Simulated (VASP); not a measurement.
# Cd: single point with PBE

Crystal: Cd.

```
CELL_PARAMETERS angstrom
0.00000 3.34363 3.34363
3.34363 0.00000 3.34363
3.34363 3.34363 0.00000
ATOMIC_POSITIONS crystal
Cd 0.87500 0.87500 0.87500
Cd 0.12500 0.12500 0.12500
```

This isn't the form of Cd at room conditions, which is hcp.

```json
{
  "Program": "VASP 6.6.1",
  "Task": "single point",
  "Functional": "PBE",
  "Potentials or basis": "VASP PAW PBE potentials, release 64 (Cd)",
  "Cutoff": "520 eV",
  "k mesh": "11 × 11 × 11",
  "Occupations": "fermi-dirac, width 0.08 eV",
  "Spin": "no spin polarisation",
  "Dipole correction": "no",
  "Further INCAR settings": "ALGO = Normal; EDIFF = 1e-07; NBANDS = 19"
}
```

```json
{
 "Pressure": "0.2 GPa",
 "Band gap on the k mesh": "zero (bands 12 and 13 overlap by 4.60 eV)"
}
```

Levels at points of the mesh, in eV from the Fermi level:
| k point | band 8 | band 9 | band 10 | band 11 | band 12 | band 13 | band 14 | band 15 | band 16 | band 17 |
| --- | --- | --- | --- | --- | --- | --- | --- | --- | --- | --- |
| (0.00, 0.00, 0.00) | -8.45 | -8.30 | -8.30 | -6.31 | 4.23 | 4.23 | 4.23 | 4.75 | 5.44 | 5.44 |

Run time: 33 s on 1 thread of Intel(R) Xeon(R) 6975P-C (Granite Rapids) (shared host), peak memory 0.23 GiB.
